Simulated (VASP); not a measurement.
# Ca2HfH8 (Cmm2) in VASP: notebook

The runs below take Ca2HfH8 through single point, relaxation of cell and atoms, with PBE.

Program: VASP 6.6.1. These are calculated values, not measurements. Logs are shortened: lines on timing, memory, paths and dates and some standing lists are left out, and cuts for length are marked.

## (1) The cell of the first run

The structure is orthorhombic, space group Cmm2 (No. 35). Conventional cell: a = 6.478 Å, b = 6.478 Å, c = 5.955 Å, α = 90.00°, β = 90.00°, γ = 90.00°. Within 2.6 Å of Ca (site symmetry mm2) lie 6 H at 1.95 to 1.98 Å. Ca (site symmetry mm2) has 6 H at 1.95 to 1.98 Å within 2.6 Å. Within 2.6 Å of Hf (site symmetry mm2) lie 6 H at 1.95 to 1.98 Å. H (site symmetry m) has 2 Ca at 1.95 to 1.98 Å and 1 H at 2.53 Å within 2.6 Å. H (site symmetry m) has 1 Ca at 1.95 Å and 1 Hf at 1.98 Å and 1 H at 2.53 Å within 2.6 Å. H (site symmetry m) has 2 Ca at 1.95 to 1.98 Å and 1 Hf at 1.95 Å and 1 H at 2.53 Å within 2.6 Å. Within 2.6 Å of H (site symmetry m) lie 1 Ca at 1.95 Å and 1 Hf at 1.95 Å and 1 H at 2.53 Å.

## (2) Single point, PBE (atoms taken out)

File INCAR:

```
SYSTEM = Ca2HfH8
PREC = Accurate
ENCUT = 520
EDIFF = 1E-7
ISMEAR = 0
SIGMA = 0.1
LREAL = .False.
LASPH = .True.
NELM = 60
ALGO = Fast
ISIF = 2
LWAVE = .False.
LCHARG = .True.
GGA = PE
LELF = .True.
LVHAR = .True.
NBANDS = 30
```

File KPOINTS:

```
regular mesh
0
Gamma
  4 4 4
  0 0 0
```

File POSCAR:

```
Ca2HfH8
1.0
    3.2389741000     -3.2389741000      0.0000000000
    3.2389741000      3.2389741000      0.0000000000
    0.0000000000      0.0000000000      5.9547814400
Ca Hf H
2 1 8
Direct
    0.0000000000      0.0000000000      0.0000000000
    0.5000000000      0.5000000000      0.2500000000
    0.0000000000      0.0000000000      0.5000000000
    0.6950000000      0.3050000000      0.0000000000
    0.6950000000      0.3050000000      0.5000000000
    0.3050000000      0.6950000000      0.0000000000
    0.3050000000      0.6950000000      0.5000000000
    0.8050000000      0.8050000000      0.2500000000
    0.8050000000      0.8050000000      0.7500000000
    0.1950000000      0.1950000000      0.2500000000
    0.1950000000      0.1950000000      0.7500000000
```

Potentials or basis: VASP PAW PBE potentials, release 64 (Ca_sv, Hf_pv, H).

Run with:

```sh
cat potpaw_PBE.64/Ca_sv/POTCAR potpaw_PBE.64/Hf_pv/POTCAR potpaw_PBE.64/H/POTCAR > POTCAR
mpirun -np 1 vasp_std > vasp.out
```

OUTCAR:

```text
SYSTEM = Ca2HfH8
   PREC = Accurate
   ENCUT = 520
   EDIFF = 1E-7
   ISMEAR = 0
   LREAL = .False.
   LASPH = .True.
   NELM = 60
   ISIF = 2
   GGA = PE

 ion  position               nearest neighbor table
   1  0.000  0.000  0.000-   8 1.95   9 1.95  10 1.95  11 1.95   4 1.98   6 1.98   3 2.98   3 2.98

   2  0.500  0.500  0.250-   4 1.95   5 1.95   6 1.95   7 1.95   8 1.98  10 1.98
   3  0.000  0.000  0.500-   8 1.95   9 1.95  10 1.95  11 1.95   5 1.98   7 1.98   1 2.98   1 2.98

   4  0.695  0.305  0.000-   2 1.95   1 1.98
   5  0.695  0.305  0.500-   2 1.95   3 1.98
   6  0.305  0.695  0.000-   2 1.95   1 1.98
   7  0.305  0.695  0.500-   2 1.95   3 1.98
   8  0.805  0.805  0.250-   1 1.95   3 1.95   2 1.98
   9  0.805  0.805  0.750-   1 1.95   3 1.95
  10  0.195  0.195  0.250-   1 1.95   3 1.95   2 1.98
  11  0.195  0.195  0.750-   1 1.95   3 1.95

  LATTYP: Found a simple tetragonal cell.
 ALAT       =     4.5806011004
 C/A-ratio  =     1.3000000021

  Lattice vectors:

 A1 = (   3.2389741000,  -3.2389741000,   0.0000000000)
 A2 = (   3.2389741000,   3.2389741000,   0.0000000000)
 A3 = (   0.0000000000,   0.0000000000,   5.9547814400)

Analysis of symmetry for initial positions (statically):
=====================================================================
 Subroutine PRICEL returns:
 Original cell was already a primitive cell.

 Routine SETGRP: Setting up the symmetry group for a
 simple tetragonal supercell.

 Subroutine GETGRP returns: Found  4 space group operations
 (whereof  4 operations were pure point group operations)
 out of a pool of 16 trial point group operations.

The static configuration has the point symmetry C_2v.

Analysis of symmetry for dynamics (positions and initial velocities):
=====================================================================
 Subroutine PRICEL returns:
 Original cell was already a primitive cell.

 Routine SETGRP: Setting up the symmetry group for a
 simple tetragonal supercell.

 Subroutine GETGRP returns: Found  4 space group operations
 (whereof  4 operations were pure point group operations)
 out of a pool of 16 trial point group operations.

The dynamic configuration has the point symmetry C_2v.

 Subroutine INISYM returns: Found  4 space group operations
 (whereof  4 operations are pure point group operations),
 and found     1 'primitive' translations

----------------------------------------------------------------------------------------

                                     Primitive cell

  volume of cell :     124.9427

  direct lattice vectors                    reciprocal lattice vectors
     3.238974100 -3.238974100  0.000000000     0.154369867 -0.154369867  0.000000000
     3.238974100  3.238974100  0.000000000     0.154369867  0.154369867  0.000000000
     0.000000000  0.000000000  5.954781440     0.000000000  0.000000000  0.167932276

  length of vectors
     4.580601100  4.580601100  5.954781440     0.218311959  0.218311959  0.167932276

  position of ions in fractional coordinates (direct lattice)
     0.000000000  0.000000000  0.000000000
     0.500000000  0.500000000  0.250000000
     0.000000000  0.000000000  0.500000000
     0.695000000  0.305000000  0.000000000
     0.695000000  0.305000000  0.500000000
     0.305000000  0.695000000  0.000000000
     0.305000000  0.695000000  0.500000000
     0.805000000  0.805000000  0.250000000
     0.805000000  0.805000000  0.750000000
     0.195000000  0.195000000  0.250000000
     0.195000000  0.195000000  0.750000000

  ion indices of the primitive-cell ions
   primitive index   ion index
                 1           1
                 2           2
                 3           3
                 4           4
                 5           5
                 6           6
                 7           7
                 8           8
                 9           9
                10          10
                11          11

----------------------------------------------------------------------------------------

 KPOINTS: regular mesh

Automatic generation of k-mesh.
 Grid dimensions read from file:
 generate k-points for:    4    4    4

 Generating k-lattice:

  Cartesian coordinates                     Fractional coordinates (reciprocal lattice)
     0.038592467 -0.038592467  0.000000000     0.250000000  0.000000000  0.000000000
     0.038592467  0.038592467  0.000000000     0.000000000  0.250000000  0.000000000
     0.000000000  0.000000000  0.041983069     0.000000000  0.000000000  0.250000000

  Length of vectors
     0.054577990  0.054577990  0.041983069

  Shift w.r.t. Gamma in fractional coordinates (k-lattice)
     0.000000000  0.000000000  0.000000000

 Subroutine IBZKPT returns following result:
 ===========================================

 Found     21 irreducible k-points:

 Following reciprocal coordinates:
            Coordinates               Weight
  0.000000  0.000000  0.000000      1.000000
  0.250000  0.000000  0.000000      4.000000
  0.500000  0.000000  0.000000      2.000000
  0.250000  0.250000  0.000000      2.000000
 -0.250000  0.250000  0.000000      2.000000
  0.500000  0.250000  0.000000      4.000000
[... 13 lines left out ...]
  0.500000  0.250000  0.500000      4.000000
  0.500000  0.500000  0.500000      1.000000
   k-points           NKPTS =     21   k-points in BZ     NKDIM =     21   number of bands    NBANDS=     30
   number of dos      NEDOS =    301   number of ions     NIONS =     11
   total plane-waves  NPLWV =  62208
   dimension x,y,z NGX =    36 NGY =   36 NGZ =   48
   dimension x,y,z NGXF=    72 NGYF=   72 NGZF=   96
   ions per type =               2   1   8
   NGX,Y,Z   is equivalent  to a cutoff of  13.07, 13.07, 13.40 a.u.
   NGXF,Y,Z  is equivalent  to a cutoff of  26.13, 26.13, 26.80 a.u.
 SYSTEM =  Ca2HfH8
   PREC   = accura    normal or accurate (medium, high low for compatibility)
   ISTART =      0    job   : 0-new  1-cont  2-samecut
   ICHARG =      2    charge: 1-file 2-atom 10-const
   ISPIN  =      1    spin polarized calculation?
   LNONCOLLINEAR =      F non collinear calculations
   LSORBIT =      F    spin-orbit coupling
   LASPH  =      T    aspherical Exc in radial PAW
   ENCUT  =  520.0 eV  38.22 Ry    6.18 a.u.   8.52  8.52 11.07*2*pi/ulx,y,z
   NELM   =     60;   NELMIN=  2; NELMDL= -5     # of ELM steps
   EDIFF  = 0.1E-06   stopping-criterion for ELM
   LREAL  =      F    real-space projection
   EDIFFG = 0.1E-05   stopping-criterion for IOM
   NSW    =      0    number of steps for IOM
   IBRION =     -1    ionic relax: 0-MD 1-quasi-New 2-CG
   NFREE  =      0    steps in history (QN), initial steepest desc. (CG)
   ISIF   =      2    stress and relaxation
   ISYM   =      2    0-nonsym 1-usesym 2-fastsym
   POTIM  = 0.5000    time-step for ionic-motion
   TEBEG  =    0.0;   TEEND  =   0.0 temperature during run
   PSTRESS=    0.0 pullay stress
   NELECT =      38.0000    total number of electrons
   NUPDOWN=      -1.0000    fix difference up-down
   EMIN   =  10.00;   EMAX   =-10.00  energy-range for DOS
   EFERMI =   0.00;   METHOD = LEGACY
   ISMEAR =     0;   SIGMA  =   0.10  broadening in eV -4-tet -1-fermi 0-gaus
   EFERMI_NEDOS =   21; number of points for ismear=-14 and -15
   IALGO  =     68    algorithm
   IMIX   =      4    mixing-type and parameters
     AMIX     =   0.40;   BMIX     =  1.00
     AMIX_MAG =   1.60;   BMIX_MAG =  1.00
  volume/ion in A,a.u.               =      11.36        76.65
  Fermi-wavevector in a.u.,A,eV,Ry     =   1.100945  2.080485 16.491359  1.212081
  Thomas-Fermi vector in A             =   2.237365
   LORBIT       =      0    0 simple, 1 ext, 2 COOP (PROOUT), +10 PAW based schemes
   GGA     = PE    functional components
   LHFCALC =     F    Hartree Fock is set to
   AEXX    =    0.0000 exact exchange contribution
   IVDW    =     0    specifies the selected vdW correction
   LEPSILON=     F    determine dielectric tensor
   LRPA    =     F    only Hartree local field effects (RPA)
 non-spin polarized calculation
 RMM-DIIS sequential band-by-band and
 Gauss-broadening in eV      SIGMA  =   0.10
  energy-cutoff  :      520.00
  volume of cell :      124.94
 maximum number of plane-waves:      3384
 NGX is ok and might be reduce to    36
   NGX = 17   NGY = 17   NGZ = 23

 number of electron      38.0000008 magnetization

 Free energy of the ion-electron system (eV)
  ---------------------------------------------------
  ext. energy  EPLUGINS =         0.00000000
  ---------------------------------------------------
  free energy    TOTEN  =       -38.81438578 eV

  energy without entropy =      -38.80944393  energy(sigma->0) =      -38.81191485

 E-fermi :   0.7026     XC(G=0):  -8.7104

 val. band max:        0.6951355149   @ k =   0.0000   0.0000   0.0000
 cond. band min:       0.7633919733   @ k =   0.0000   0.0000   0.2500
 fundamental gap:      0.0682564584
 Fermi energy:         0.7026287645

 k-point     1 :       0.0000    0.0000    0.0000
  band No.  band energies     occupation
      1     -38.0107      2.00000
      2     -37.8975      2.00000
      3     -30.9221      2.00000
      4     -30.8303      2.00000
      5     -30.7705      2.00000
      6     -19.3340      2.00000
[... 22 lines left out ...]
     29       6.6535      0.00000
     30       7.1343      0.00000

 k-point     2 :       0.2500    0.0000    0.0000
  band No.  band energies     occupation
      1     -38.0083      2.00000
      2     -37.8994      2.00000
      3     -30.9232      2.00000
      4     -30.8302      2.00000
      5     -30.7717      2.00000
      6     -19.3538      2.00000
[... 619 lines left out ...]
 k-point    21 :       0.5000    0.5000    0.5000
  band No.  band energies     occupation
      1     -38.0051      2.00000
      2     -37.9029      2.00000
      3     -30.9268      2.00000
      4     -30.8173      2.00000
      5     -30.7757      2.00000
      6     -19.3752      2.00000
[... 22 lines left out ...]
     29       6.9746      0.00000
     30       7.9422      0.00000

------------------------ aborting loop because EDIFF is reached ----------------------------------------

  FORCE on cell =-STRESS in cart. coord.  units (eV):
  Direction    XX          YY          ZZ          XY          YZ          ZX
  --------------------------------------------------------------------------------------
  -------------------------------------------------------------------------------------
  Total        8.9384211      9.7864099     19.7126515      0.0000000      0.0000000      0.0000000
  in kB      114.6200575    125.4940719    252.7812486      0.0000000      0.0000000      0.0000000
  external PRESSURE =     164.2984593 kB  Pullay stress =       0.0000000 kB

 VOLUME and BASIS-vectors are now :
 -----------------------------------------------------------------------------
  energy-cutoff  :      520.00
  volume of cell :      124.94
      direct lattice vectors                 reciprocal lattice vectors
     3.238974100 -3.238974100  0.000000000     0.154369867 -0.154369867  0.000000000
     3.238974100  3.238974100  0.000000000     0.154369867  0.154369867  0.000000000
     0.000000000  0.000000000  5.954781440     0.000000000  0.000000000  0.167932276

 POSITION                                       TOTAL-FORCE (eV/Angst)
 -----------------------------------------------------------------------------------
      0.00000      0.00000      0.00000         0.000000      0.000000     -0.977409
      3.23897      0.00000      1.48870         0.000000      0.000000     -0.448616
      0.00000      0.00000      2.97739         0.000000      0.000000      1.714846
      3.23897     -1.26320      0.00000         0.000000     -0.020412     -0.357094
      3.23897     -1.26320      2.97739         0.000000     -1.159824      0.527824
      3.23897      1.26320      0.00000         0.000000      0.020412     -0.357094
      3.23897      1.26320      2.97739         0.000000      1.159824      0.527824
      5.21475      0.00000      1.48870         0.245800      0.000000      1.017927
      5.21475      0.00000      4.46609        -0.318058      0.000000     -1.333067
      1.26320      0.00000      1.48870        -0.245800      0.000000      1.017927
      1.26320      0.00000      4.46609         0.318058      0.000000     -1.333067
 -----------------------------------------------------------------------------------
    total drift:                               -0.000000      0.000000     -0.000034

  FREE ENERGIE OF THE ION-ELECTRON SYSTEM (eV)
  ---------------------------------------------------
  free  energy   TOTEN  =       -38.8143857801 eV

  energy  without entropy=      -38.8094439263  energy(sigma->0) =      -38.81191485
```

Run time: 4.1 min. Hardware: 1 thread of Oxide Virtual Turin-like, shared host; peak memory 0.25 GiB.

Results:

* Free energy: -38.8144 eV
* Pressure: 16.4 GPa
* Largest force: 1.715 eV/Å
* Band gap on the k mesh: 0.03 eV (least direct gap 0.06 eV)

Forces in eV/Å, atoms in the order of the input:
```
Ca   0.000  0.000 -0.977
Ca   0.000  0.000 -0.449
Hf   0.000  0.000  1.715
H    0.000 -0.020 -0.357
H    0.000 -1.160  0.528
H    0.000  0.020 -0.357
H    0.000  1.160  0.528
H    0.246  0.000  1.018
H   -0.318  0.000 -1.333
H   -0.246  0.000  1.018
H    0.318  0.000 -1.333
```

Caveat: the cell differs from its parent crystal (atoms taken out); the stress differs along the axes, from 11 to 25 GPa; the smearing spreads over this small gap; spin-orbit coupling is left out, which moves the levels of the heavy elements; forces of over 1 eV/Å act on the atoms, so gaps and moduli don't describe the material at rest. A k mesh can miss the band edges.

## (3) Single point, PBE (atoms taken out)

File INCAR:

```
  PREC = Accurate
  ENCUT = 520
  EDIFF = 1E-6
  ISMEAR = 0
  SIGMA = 0.1
  LREAL = False
  LASPH = True
  NELM = 80
  ALGO = Normal
  ISIF = 2
  LWAVE = False
  LCHARG = False
  GGA = PE
  NBANDS = 30
```

File KPOINTS:

```
regular mesh
0
Gamma
  4 4 4
```

File POSCAR:

```
Ca2HfH8
1.0
    3.5411002104     -3.5884302129      0.0000000000
    3.5411002104      3.5884302129      0.0000000000
    0.0000000000      0.0000000000      7.1031246871
Ca Hf H
2 1 8
Direct
    0.0000000000      0.0000000000      0.0048876186
    0.5000000000      0.5000000000      0.2498426765
    0.0000000000      0.0000000000      0.5164117647
    0.7025407834      0.2974592166      0.0297170367
    0.7495322341      0.2504677659      0.4369393607
    0.2974592166      0.7025407834      0.0297170367
    0.2504677659      0.7495322341      0.4369393607
    0.8194241917      0.8194241917      0.2985145679
    0.8234244123      0.8234244123      0.7242580048
    0.1805758083      0.1805758083      0.2985145679
    0.1765755877      0.1765755877      0.7242580048
```

Potentials or basis: VASP PAW PBE potentials, release 64 (Ca_sv, Hf_pv, H).

Run with:

```sh
cat potpaw_PBE.64/Ca_sv/POTCAR potpaw_PBE.64/Hf_pv/POTCAR potpaw_PBE.64/H/POTCAR > POTCAR
mpirun -np 1 vasp_std > vasp.out
```

It took 3.3 min on 1 thread of Oxide Virtual Turin-like, shared host; peak memory 0.31 GiB.

Results (log left out):

```
Free energy            : -41.9745 eV
Pressure               : -0.1 GPa
Largest force          : 0.033 eV/Å
Band gap on the k mesh : 1.14 eV
```

Forces in eV/Å, atoms in the order of the input:
```
Ca   0.000  0.000  0.017
Ca   0.000  0.000  0.005
Hf   0.000  0.000  0.011
H    0.000  0.001 -0.006
H    0.000 -0.030  0.009
H    0.000 -0.001 -0.006
H    0.000  0.030  0.009
H   -0.009  0.000  0.013
H    0.007  0.000 -0.032
H    0.009  0.000  0.013
H   -0.007  0.000 -0.032
```

Levels at points of the mesh, in eV from the valence-band top:
```
           k point  band 15  band 16  band 17  band 18  band 19  band 20  band 21  band 22  band 23  band 24
(0.00, 0.00, 0.00)    -2.19    -1.80    -1.63    -1.12     0.00     1.14     1.27     2.44     3.51     3.62
(0.50, 0.00, 0.00)    -2.65    -1.82    -1.37    -0.97    -0.60     1.25     1.98     2.14     3.29     4.08
(0.50, 0.50, 0.00)    -2.45    -1.81    -1.80    -1.06    -0.70     1.65     1.77     2.46     3.37     3.91
(0.00, 0.00, 0.50)    -2.46    -1.80    -1.31    -1.14    -0.03     1.20     1.48     2.66     3.26     3.91
(0.50, 0.00, 0.50)    -2.50    -2.41    -1.56    -0.76    -0.69     1.41     2.15     2.18     3.60     3.92
(0.50, 0.50, 0.50)    -2.44    -2.31    -1.89    -1.12    -0.76     1.82     2.06     2.47     3.20     4.22
```

Caveat: the cell differs from its parent crystal (atoms taken out); spin-orbit coupling is left out, which moves the levels of the heavy elements. A k mesh can miss the band edges.

## (4) Single point, PBE (atoms taken out)

File INCAR:

```
SYSTEM = Ca2HfH8
ALGO     = Normal         ! electronic algorithm
EDIFF    = 1E-6           ! SCF threshold, eV
ENCUT    = 520            ! plane-wave cutoff, eV
GGA      = PE             ! functional
ISIF     = 2              ! what is computed and relaxed
ISMEAR   = 0              ! smearing method
LASPH    = .TRUE.         ! aspherical terms in the spheres
LCHARG   = .TRUE.         ! write CHGCAR
LELF     = .TRUE.         ! ELF
LREAL    = .FALSE.        ! projectors in reciprocal space
LVHAR    = .TRUE.       
LWAVE    = .FALSE.        ! write WAVECAR
NBANDS   = 30             ! bands
NELM     = 60             ! most SCF steps
PREC     = Accurate       ! precision mode
SIGMA    = 0.02           ! smearing width, eV
```

File KPOINTS:

```
k-points
0
G
  6 6 4
  0 0 0
```

File POSCAR:

```
Ca2HfH8
1.0
    3.5424710209     -3.5858244929      0.0000000000
    3.5424710209      3.5858244929      0.0000000000
    0.0000000000      0.0000000000      7.1089933795
Ca Hf H
2 1 8
Direct
    0.0000000000      0.0000000000      0.9944680726
    0.5000000000      0.5000000000      0.7501989688
    0.0000000000      0.0000000000      0.4835472338
    0.2975094411      0.7024905589      0.9702473178
    0.2502870265      0.7497129735      0.5633801279
    0.7024905589      0.2975094411      0.9702473178
    0.7497129735      0.2502870265      0.5633801279
    0.8187596778      0.8187596778      0.7011681400
    0.8234694900      0.8234694900      0.2760972767
    0.1812403222      0.1812403222      0.7011681400
    0.1765305100      0.1765305100      0.2760972767
```

Run with:

```sh
cat potpaw_PBE.64/Ca_sv/POTCAR potpaw_PBE.64/Hf_pv/POTCAR potpaw_PBE.64/H/POTCAR > POTCAR
mpirun -np 1 vasp_std > vasp.out
```

It took 4.9 min on 1 thread of Oxide Virtual Turin-like, shared host; peak memory 0.37 GiB.

Results (log left out):

- Free energy: -41.9755 eV
- Pressure: -0.1 GPa
- Largest force: 0.023 eV/Å
- Band gap on the k mesh: 1.14 eV

Forces in eV/Å, atoms in the order of the input:
```
Ca   0.000  0.000  0.008
Ca   0.000  0.000 -0.010
Hf   0.000  0.000  0.000
H    0.000 -0.003  0.006
H    0.000  0.022 -0.007
H    0.000  0.003  0.006
H    0.000 -0.022 -0.007
H    0.011  0.000 -0.016
H    0.008  0.000  0.019
H   -0.011  0.000 -0.016
H   -0.008  0.000  0.019
```

Levels at points of the mesh, in eV from the valence-band top:
| k point | band 17 | band 18 | band 19 | band 20 | band 21 | band 22 |
| --- | --- | --- | --- | --- | --- | --- |
| (0.00, 0.00, 0.00) | -1.64 | -1.12 | 0.00 | 1.14 | 1.28 | 2.45 |
| (0.50, 0.00, 0.00) | -1.37 | -0.98 | -0.60 | 1.26 | 1.99 | 2.15 |
| (0.50, 0.50, 0.00) | -1.80 | -1.06 | -0.69 | 1.66 | 1.78 | 2.47 |
| (0.00, 0.00, 0.50) | -1.30 | -1.14 | -0.03 | 1.20 | 1.49 | 2.67 |
| (0.50, 0.00, 0.50) | -1.56 | -0.76 | -0.69 | 1.42 | 2.16 | 2.19 |
| (0.50, 0.50, 0.50) | -1.88 | -1.13 | -0.75 | 1.83 | 2.07 | 2.48 |

Caveat: the cell differs from its parent crystal (atoms taken out); spin-orbit coupling is left out, which moves the levels of the heavy elements.

(Continued in part 2 of 2.)

The gap in the log of VASP goes by the Fermi energy; the results here count the filled bands.